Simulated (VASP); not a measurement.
A run of VASP 6.6.1 is set up as follows.

Contents of INCAR:

```
PREC = Accurate
ENCUT = 600
EDIFF = 1E-6
ISMEAR = -1
SIGMA = 0.08
LREAL = F
LASPH = T
NELM = 60
ALGO = Normal
ISIF = 3
LWAVE = F
LCHARG = F
GGA = PE
IBRION = 2
NSW = 60
EDIFFG = -0.005
```

File KPOINTS:

```
Automatic mesh
0
Gamma
  16 16 16
```

POSCAR

```
MgO
1.0
    0.0000000000      2.1544346900      2.1544346900
    2.1544346900      0.0000000000      2.1544346900
    2.1544346900      2.1544346900      0.0000000000
Mg O
1 1
Direct
    0.0000000000      0.0000000000      0.0000000000
    0.5000000000      0.5000000000      0.5000000000
```

Potentials or basis: VASP PAW PBE potentials, release 64 (Mg, O).

Command:

```sh
$ cat potpaw_PBE.64/Mg/POTCAR potpaw_PBE.64/O/POTCAR > POTCAR
$ mpirun -np 1 vasp_std > vasp.out
```

What does it give for the relaxed cell?

a = 3.001 Å, b = 3.001 Å, c = 3.001 Å, α = 60.00°, β = 60.00°, γ = 60.00°.

Estimate the space group after relaxing (to 0.05 Å).

Fm-3m (No. 225).

What does it give for the band gap on the k mesh?

4.51 eV, direct.

The path:
```tsv
step	energy change (eV)	largest force (eV/Å)	pressure (GPa)	volume (Å³)
1	0.0000	0.0000	-6.30	20.00
2	-0.0167	0.0000	1.89	18.88
3	-0.0180	0.0000	0.00	19.11
```

A k mesh can miss the band edges. A hybrid or GW would open this gap; PBE tends to underestimate it.
